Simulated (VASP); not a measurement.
# Rh (Fd-3m) in VASP: notebook, part 2 of 2

VASP 6.6.1. Earlier steps stand in the parts before.

### Step 4. Single point, PBEsol

This run uses another cell than the first one, of 10.15 Å³/atom, 1.150 times its volume.

INCAR

```
PREC = Accurate ; ENCUT = 520
EDIFF = 1E-6 ; ISMEAR = -1
SIGMA = 0.1 ; LREAL = False
LASPH = True ; NELM = 80
ALGO = Normal ; ISIF = 2
LWAVE = False ; LCHARG = True
GGA = PS ; LELF = True
LVHAR = True ; NBANDS = 22
```

KPOINTS

```
regular mesh
0
Gamma
  15 15 15
```

POSCAR

```
Rh
1.0
    0.0000000000      2.1650307109      2.1650307109
    2.1650307109      0.0000000000      2.1650307109
    2.1650307109      2.1650307109      0.0000000000
Rh
2
Direct
   -0.1250000000     -0.1250000000     -0.1250000000
    0.1250000000      0.1250000000      0.1250000000
```

Potentials or basis: VASP PAW PBE potentials, release 64 (Rh_pv).

Launch:

```console
> cat potpaw_PBE.64/Rh_pv/POTCAR > POTCAR
> mpirun -np 1 vasp_std > vasp.out
```

OUTCAR:

```text
PREC = Accurate
   ENCUT = 520
   EDIFF = 1E-6
   ISMEAR = -1
   LREAL = False
   LASPH = True
   NELM = 80
   ISIF = 2
   GGA = PS

 ion  position               nearest neighbor table
   1  0.875  0.875  0.875-   2 1.87   2 1.87   2 1.87   2 1.87
   2  0.125  0.125  0.125-   1 1.87   1 1.87   1 1.87   1 1.87

  LATTYP: Found a face centered cubic cell.
 ALAT       =     4.3300614218

  Lattice vectors:

 A1 = (   0.0000000000,   2.1650307109,   2.1650307109)
 A2 = (   2.1650307109,   0.0000000000,   2.1650307109)
 A3 = (   2.1650307109,   2.1650307109,   0.0000000000)

Analysis of symmetry for initial positions (statically):
=====================================================================
 Subroutine PRICEL returns:
 Original cell was already a primitive cell.

 Routine SETGRP: Setting up the symmetry group for a
 face centered cubic supercell.

 Subroutine GETGRP returns: Found 48 space group operations
 (whereof 12 operations were pure point group operations)
 out of a pool of 48 trial point group operations.

The static configuration has the point symmetry D_3d.
[... 152 lines left out ...]
 number of electron      30.0000006 magnetization

 Free energy of the ion-electron system (eV)
  ---------------------------------------------------
  ext. energy  EPLUGINS =         0.00000000
  ---------------------------------------------------
  free energy    TOTEN  =         3.35272964 eV

  energy without entropy =        3.38633368  energy(sigma->0) =        3.36953166

 E-fermi :  19.4847     XC(G=0): -15.8278

 val. band max:       19.4525148832   @ k =   0.4667   0.3333   0.0667
 cond. band min:      19.6230133968   @ k =  -0.4000   0.1333   0.0000
 fundamental gap:      0.1704985136
 Fermi energy:        19.4846519833

 k-point     1 :       0.0000    0.0000    0.0000
  band No.  band energies     occupation
      1     -32.4996      2.00000
      2     -32.4996      2.00000
      3     -32.4996      2.00000
      4     -28.7050      2.00000
      5     -28.7050      2.00000
      6     -28.7050      2.00000
[... 589 lines left out ...]
     21      37.5345      0.00000
     22      37.8398      0.00000

 [... further k-points ...]
[... 5 lines left out ...]
  --------------------------------------------------------------------------------------
  -------------------------------------------------------------------------------------
  Total       64.4289056     64.4289056     64.4289056      0.0000000      0.0000000     -0.0000000
  in kB     5085.9156983   5085.9156983   5085.9156983      0.0000000      0.0000000     -0.0000000
  external PRESSURE =    5085.9156983 kB  Pullay stress =       0.0000000 kB

 VOLUME and BASIS-vectors are now :
 -----------------------------------------------------------------------------
  energy-cutoff  :      520.00
  volume of cell :       20.30
      direct lattice vectors                 reciprocal lattice vectors
     0.000000000  2.165030711  2.165030711    -0.230943606  0.230943606  0.230943606
     2.165030711  0.000000000  2.165030711     0.230943606 -0.230943606  0.230943606
     2.165030711  2.165030711  0.000000000     0.230943606  0.230943606 -0.230943606

 POSITION                                       TOTAL-FORCE (eV/Angst)
 -----------------------------------------------------------------------------------
      3.78880      3.78880      3.78880         0.000000      0.000000     -0.000000
      0.54126      0.54126      0.54126        -0.000000     -0.000000      0.000000
 -----------------------------------------------------------------------------------
    total drift:                                0.000000      0.000000      0.000000

  FREE ENERGIE OF THE ION-ELECTRON SYSTEM (eV)
  ---------------------------------------------------
  free  energy   TOTEN  =         3.3527296427 eV

  energy  without entropy=        3.3863336832  energy(sigma->0) =        3.36953166
```

OSZICAR:

```text
N       E                     dE             d eps       ncg     rms          rms(c)
DAV:   1     0.350688024399E+03    0.35069E+03   -0.18725E+04  5294   0.169E+03
DAV:   2     0.109790350427E+02   -0.33971E+03   -0.32621E+03  5526   0.505E+02
DAV:   3     0.286859698059E+01   -0.81104E+01   -0.80874E+01  6030   0.876E+01
DAV:   4     0.281893300024E+01   -0.49664E-01   -0.49655E-01  6152   0.679E+00
DAV:   5     0.281823010477E+01   -0.70290E-03   -0.70281E-03  6012   0.814E-01    0.762E+01
DAV:   6     0.316957468437E+01    0.35134E+00   -0.28974E-02  6630   0.180E+00    0.456E+01
DAV:   7     0.335289485503E+01    0.18332E+00   -0.50984E-02  6668   0.249E+00    0.497E-01
DAV:   8     0.335273988129E+01   -0.15497E-03   -0.46490E-03  5654   0.632E-01    0.588E-02
DAV:   9     0.335272169629E+01   -0.18185E-04   -0.90113E-05  6606   0.832E-02    0.315E-02
DAV:  10     0.335273201587E+01    0.10320E-04   -0.74720E-06  5976   0.272E-02    0.797E-03
DAV:  11     0.335272924498E+01   -0.27709E-05   -0.34967E-07  4538   0.528E-03    0.203E-03
DAV:  12     0.335272964266E+01    0.39768E-06   -0.32856E-08  4128   0.153E-03
   1 F= 0.33527296E+01 E0= 0.33695317E+01  d E =-.336040E-01
```

stdout:

```text
POSCAR found type information on POSCAR Rh
 POSCAR found :  1 types and       2 ions
 scaLAPACK will be used
 -----------------------------------------------------------------------------
|                                                                             |
|                                                                             |
|     You enforced a specific xc type in the INCAR file but a different       |
|     I HOPE YOU KNOW WHAT YOU ARE DOING!                                     |
|                                                                             |
 -----------------------------------------------------------------------------

 LDA part: xc-table for (Slater+PW92), standard interpolation
 POSCAR, INCAR and KPOINTS ok, starting setup
 FFT: planning ... GRIDC
 FFT: planning ... GRID_SOFT
 FFT: planning ... GRID
 WAVECAR not read
 entering main loop
```

Run time: 66 s. Hardware: 1 thread of Intel Xeon 8259CL, shared host; peak memory 0.17 GiB.

Results:

```
Free energy            : 3.3527 eV
Pressure               : 508.6 GPa
Band gap on the k mesh : zero (band 15 reaches 21.28 eV, above the bottom of band 16 at 18.23 eV)
```

Caveat: the PAW data sets were made with another functional, which shifts forces and pressure a little.

### Step 5. Single point, PBEsol

This run uses another cell than the first one, of 10.17 Å³/atom, 1.152 times its volume.

INCAR

```
ALGO = Normal
EDIFF = 1E-6
ENCUT = 520
GGA = PS
ISIF = 2
ISMEAR = -1
LASPH = True
LCHARG = False
LREAL = False
LWAVE = False
NBANDS = 22
NELM = 80
PREC = Accurate
SIGMA = 0.1
```

KPOINTS

```
k-points
0
Gamma
  15 15 15
```

POSCAR

```
Rh
1.0
    0.0000000000      2.1664791470      2.1664791470
    2.1664791470      0.0000000000      2.1664791470
    2.1664791470      2.1664791470      0.0000000000
Rh
2
Direct
   -0.1250000000     -0.1250000000     -0.1250000000
    0.1250000000      0.1250000000      0.1250000000
```

Potentials or basis: VASP PAW PBE potentials, release 64 (Rh_pv).

Launch:

```console
> cat potpaw_PBE.64/Rh_pv/POTCAR > POTCAR
> mpirun -np 1 vasp_std > vasp.out
```

OUTCAR:

```text
EDIFF = 1E-6
   ENCUT = 520
   GGA = PS
   ISIF = 2
   ISMEAR = -1
   LASPH = True
   LREAL = False
   NELM = 80
   PREC = Accurate

 ion  position               nearest neighbor table
   1  0.875  0.875  0.875-   2 1.88   2 1.88   2 1.88   2 1.88
   2  0.125  0.125  0.125-   1 1.88   1 1.88   1 1.88   1 1.88

  LATTYP: Found a face centered cubic cell.
 ALAT       =     4.3329582940

  Lattice vectors:

 A1 = (   0.0000000000,   2.1664791470,   2.1664791470)
 A2 = (   2.1664791470,   0.0000000000,   2.1664791470)
 A3 = (   2.1664791470,   2.1664791470,   0.0000000000)

Analysis of symmetry for initial positions (statically):
=====================================================================
 Subroutine PRICEL returns:
 Original cell was already a primitive cell.

 Routine SETGRP: Setting up the symmetry group for a
 face centered cubic supercell.

 Subroutine GETGRP returns: Found 48 space group operations
 (whereof 12 operations were pure point group operations)
 out of a pool of 48 trial point group operations.

The static configuration has the point symmetry D_3d.
 The point group associated with its full space group is O_h .

Analysis of symmetry for dynamics (positions and initial velocities):
=====================================================================
 Subroutine PRICEL returns:
 Original cell was already a primitive cell.

 Routine SETGRP: Setting up the symmetry group for a
 face centered cubic supercell.

 Subroutine GETGRP returns: Found 48 space group operations
 (whereof 12 operations were pure point group operations)
 out of a pool of 48 trial point group operations.

The dynamic configuration has the point symmetry D_3d.
 The point group associated with its full space group is O_h .

 Subroutine INISYM returns: Found 48 space group operations
 (whereof 12 operations are pure point group operations),
 and found     1 'primitive' translations

----------------------------------------------------------------------------------------

                                     Primitive cell

  volume of cell :      20.3373

  direct lattice vectors                    reciprocal lattice vectors
     0.000000000  2.166479147  2.166479147    -0.230789205  0.230789205  0.230789205
     2.166479147  0.000000000  2.166479147     0.230789205 -0.230789205  0.230789205
     2.166479147  2.166479147  0.000000000     0.230789205  0.230789205 -0.230789205

  length of vectors
     3.063864192  3.063864192  3.063864192     0.399738629  0.399738629  0.399738629

  position of ions in fractional coordinates (direct lattice)
     0.875000000  0.875000000  0.875000000
     0.125000000  0.125000000  0.125000000

  ion indices of the primitive-cell ions
   primitive index   ion index
                 1           1
                 2           2

----------------------------------------------------------------------------------------

 KPOINTS: k-points

Automatic generation of k-mesh.
 Grid dimensions read from file:
 generate k-points for:   15   15   15

 Generating k-lattice:

  Cartesian coordinates                     Fractional coordinates (reciprocal lattice)
    -0.015385947  0.015385947  0.015385947     0.066666667  0.000000000  0.000000000
     0.015385947 -0.015385947  0.015385947     0.000000000  0.066666667  0.000000000
     0.015385947  0.015385947 -0.015385947     0.000000000  0.000000000  0.066666667

  Length of vectors
     0.026649242  0.026649242  0.026649242

  Shift w.r.t. Gamma in fractional coordinates (k-lattice)
     0.000000000  0.000000000  0.000000000

 Subroutine IBZKPT returns following result:
 ===========================================

 Found    120 irreducible k-points:

 Following reciprocal coordinates:
            Coordinates               Weight
  0.000000  0.000000  0.000000      1.000000
  0.066667  0.000000  0.000000      8.000000
  0.133333  0.000000  0.000000      8.000000
  0.200000  0.000000  0.000000      8.000000
  0.266667  0.000000  0.000000      8.000000
  0.333333  0.000000  0.000000      8.000000
[... 16 lines left out ...]
  0.133333  0.133333  0.000000      6.000000
  0.200000  0.133333  0.000000     24.000000
 [... further k-points ...]
   k-points           NKPTS =    120   k-points in BZ     NKDIM =    120   number of bands    NBANDS=     22
   number of dos      NEDOS =    301   number of ions     NIONS =      2
   total plane-waves  NPLWV =  13824
   dimension x,y,z NGX =    24 NGY =   24 NGZ =   24
   dimension x,y,z NGXF=    48 NGYF=   48 NGZF=   48
   ions per type =               2
   NGX,Y,Z   is equivalent  to a cutoff of  13.02, 13.02, 13.02 a.u.
   NGXF,Y,Z  is equivalent  to a cutoff of  26.04, 26.04, 26.04 a.u.
 SYSTEM =  unknown system
   PREC   = accura    normal or accurate (medium, high low for compatibility)
   ISTART =      0    job   : 0-new  1-cont  2-samecut
   ICHARG =      2    charge: 1-file 2-atom 10-const
   ISPIN  =      1    spin polarized calculation?
   LNONCOLLINEAR =      F non collinear calculations
   LSORBIT =      F    spin-orbit coupling
   LASPH  =      T    aspherical Exc in radial PAW
   ENCUT  =  520.0 eV  38.22 Ry    6.18 a.u.   5.70  5.70  5.70*2*pi/ulx,y,z
   NELM   =     80;   NELMIN=  2; NELMDL= -5     # of ELM steps
   EDIFF  = 0.1E-05   stopping-criterion for ELM
   LREAL  =      F    real-space projection
   EDIFFG = 0.1E-04   stopping-criterion for IOM
   NSW    =      0    number of steps for IOM
   IBRION =     -1    ionic relax: 0-MD 1-quasi-New 2-CG
   NFREE  =      0    steps in history (QN), initial steepest desc. (CG)
   ISIF   =      2    stress and relaxation
   ISYM   =      2    0-nonsym 1-usesym 2-fastsym
   POTIM  = 0.5000    time-step for ionic-motion
   TEBEG  =    0.0;   TEEND  =   0.0 temperature during run
   PSTRESS=    0.0 pullay stress
   NELECT =      30.0000    total number of electrons
   NUPDOWN=      -1.0000    fix difference up-down
   EMIN   =  10.00;   EMAX   =-10.00  energy-range for DOS
   EFERMI =   0.00;   METHOD = LEGACY
   ISMEAR =    -1;   SIGMA  =   0.10  broadening in eV -4-tet -1-fermi 0-gaus
   EFERMI_NEDOS =   21; number of points for ismear=-14 and -15
   IALGO  =     38    algorithm
   IMIX   =      4    mixing-type and parameters
     AMIX     =   0.40;   BMIX     =  1.00
     AMIX_MAG =   1.60;   BMIX_MAG =  1.00
  volume/ion in A,a.u.               =      10.17        68.62
  Fermi-wavevector in a.u.,A,eV,Ry     =   1.863592  3.521677 47.252674  3.472974
  Thomas-Fermi vector in A             =   2.910913
   LORBIT       =      0    0 simple, 1 ext, 2 COOP (PROOUT), +10 PAW based schemes
   GGA     = PS    functional components
   LHFCALC =     F    Hartree Fock is set to
   AEXX    =    0.0000 exact exchange contribution
   IVDW    =     0    specifies the selected vdW correction
   LEPSILON=     F    determine dielectric tensor
   LRPA    =     F    only Hartree local field effects (RPA)
 non-spin polarized calculation
  energy-cutoff  :      520.00
  volume of cell :       20.34
 maximum number of plane-waves:       560
   NGX = 11   NGY = 11   NGZ = 11

 number of electron      30.0000007 magnetization

 Free energy of the ion-electron system (eV)
  ---------------------------------------------------
  ext. energy  EPLUGINS =         0.00000000
  ---------------------------------------------------
  free energy    TOTEN  =         3.22371820 eV

  energy without entropy =        3.25741079  energy(sigma->0) =        3.24056450

 E-fermi :  19.4355     XC(G=0): -15.8140

 val. band max:       19.4041521103   @ k =  -0.4667   0.3333   0.1333
 cond. band min:      19.5734047519   @ k =  -0.4000   0.1333   0.0000
 fundamental gap:      0.1692526416
 Fermi energy:        19.4354591286

 k-point     1 :       0.0000    0.0000    0.0000
  band No.  band energies     occupation
      1     -32.5267      2.00000
      2     -32.5267      2.00000
      3     -32.5267      2.00000
      4     -28.7480      2.00000
      5     -28.7480      2.00000
      6     -28.7480      2.00000
[... 14 lines left out ...]
     21      33.3337      0.00000
     22      37.6796      0.00000

 k-point     2 :       0.0667    0.0000    0.0000
  band No.  band energies     occupation
      1     -32.5502      2.00000
      2     -32.5502      2.00000
      3     -32.5267      2.00000
      4     -28.7387      2.00000
      5     -28.7183      2.00000
      6     -28.7183      2.00000
[... 14 lines left out ...]
     21      34.7598      0.00000
     22      37.6880      0.00000
[... 523 lines left out ...]
     21      37.5004      0.00000
     22      37.7146      0.00000

 k-point    24 :       0.2000    0.1333    0.0000
  band No.  band energies     occupation
      1     -32.8167      2.00000
      2     -32.8148      2.00000
      3     -32.2709      2.00000
      4     -28.9777      2.00000
      5     -28.3820      2.00000
      6     -28.3806      2.00000
[... 14 lines left out ...]
     21      37.4653      0.00000
     22      37.7779      0.00000

 [... further k-points ...]
[... 5 lines left out ...]
  --------------------------------------------------------------------------------------
  -------------------------------------------------------------------------------------
  Total       64.1159198     64.1159198     64.1159198      0.0000000      0.0000000      0.0000000
  in kB     5051.0646127   5051.0646127   5051.0646127      0.0000000      0.0000000      0.0000000
  external PRESSURE =    5051.0646127 kB  Pullay stress =       0.0000000 kB

 VOLUME and BASIS-vectors are now :
 -----------------------------------------------------------------------------
  energy-cutoff  :      520.00
  volume of cell :       20.34
      direct lattice vectors                 reciprocal lattice vectors
     0.000000000  2.166479147  2.166479147    -0.230789205  0.230789205  0.230789205
     2.166479147  0.000000000  2.166479147     0.230789205 -0.230789205  0.230789205
     2.166479147  2.166479147  0.000000000     0.230789205  0.230789205 -0.230789205

 POSITION                                       TOTAL-FORCE (eV/Angst)
 -----------------------------------------------------------------------------------
      3.79134      3.79134      3.79134         0.000000      0.000000      0.000000
      0.54162      0.54162      0.54162        -0.000000     -0.000000     -0.000000
 -----------------------------------------------------------------------------------
    total drift:                                0.000000      0.000000      0.000000

  FREE ENERGIE OF THE ION-ELECTRON SYSTEM (eV)
  ---------------------------------------------------
  free  energy   TOTEN  =         3.2237182037 eV

  energy  without entropy=        3.2574107926  energy(sigma->0) =        3.24056450
```

It took 69 s on 1 thread of Intel Xeon 8259CL, shared host; peak memory 0.17 GiB.

Results:

```
Free energy            : 3.2237 eV
Pressure               : 505.1 GPa
Band gap on the k mesh : zero (band 15 reaches 21.23 eV, above the bottom of band 16 at 18.18 eV)
```

Caveat: the PAW data sets were made with another functional, which shifts forces and pressure a little.

### Step 6. The runs side by side

| task | cell | cutoff (eV) | gap on the mesh (eV) | pressure (GPa) |
| --- | --- | --- | --- | --- |
| relaxation of cell and atoms | relaxed to 510 GPa from a = 2.922 Å, angles 60.0°, 2 atoms | 600 | none | 510.0 |
| relaxation of cell and atoms | relaxed to 510 GPa from a = 3.062 Å, angles 60.0°, 2 atoms | 600 | none | 510.0 |
| single point | a = 3.062 Å, angles 60.0°, 2 atoms | 520 | none | 508.6 |
| single point | a = 3.064 Å, angles 60.0°, 2 atoms | 520 | none | 505.1 |

Alike in all rows: level PBEsol; potentials or basis VASP PAW PBE potentials, release 64 (Rh_pv); no spin polarisation; k mesh 15 × 15 × 15; smearing fermi-dirac 0.1 eV.

Caveats: the PAW data sets were made with another functional, which shifts forces and pressure a little; the cell is relaxed towards a set pressure, so the enthalpy falls and the energy may rise (some runs).

Absolute energies hang on the potentials; compare differences alone.
